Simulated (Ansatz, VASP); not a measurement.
CuO in VASP and in Ansatz

```
Cu O
1.0
     0.00000   -2.10235   -2.10235
    -2.10235    0.00000   -2.10235
     2.10235    2.10235   -4.20471
Cu O
2 2
Direct
  0.50389 0.47699 0.48801
  0.00389 0.97699 0.98801
  0.74611 0.77301 0.76199
  0.24611 0.27301 0.26199
```

Change from the starting cell: volume scaled by 0.98.

Alike in both runs: task single point; functional PBE; k mesh 10 × 10 × 6; occupations fermi-dirac, width 0.05 eV; no spin polarisation.

|  | VASP | Ansatz |
| --- | --- | --- |
| version | VASP 6.6.1 | Ansatz 0.2.0 |
| potentials or method | VASP PAW PBE potentials, release 64 (Cu, O), cutoff 520 eV | all-electron LAPW, scalar-relativistic |

```csv
,VASP,Ansatz,Ansatz less VASP
gap on the k mesh at the Fermi level (eV),none,none,-
pressure (GPa),10.3,9.8,-0.50
"traceless stress, the component that is largest in VASP (GPa)",5.69,5.41,-0.273
rms of the force components (eV/Å),0.788,0.757,-0.0304
```

Atom by atom the forces differ by 0.030 eV/Å (rms over components). A gap of «none» marks a metal or a gap that the smearing closes. Ansatz ran all-electron here, and VASP with PAW potentials.
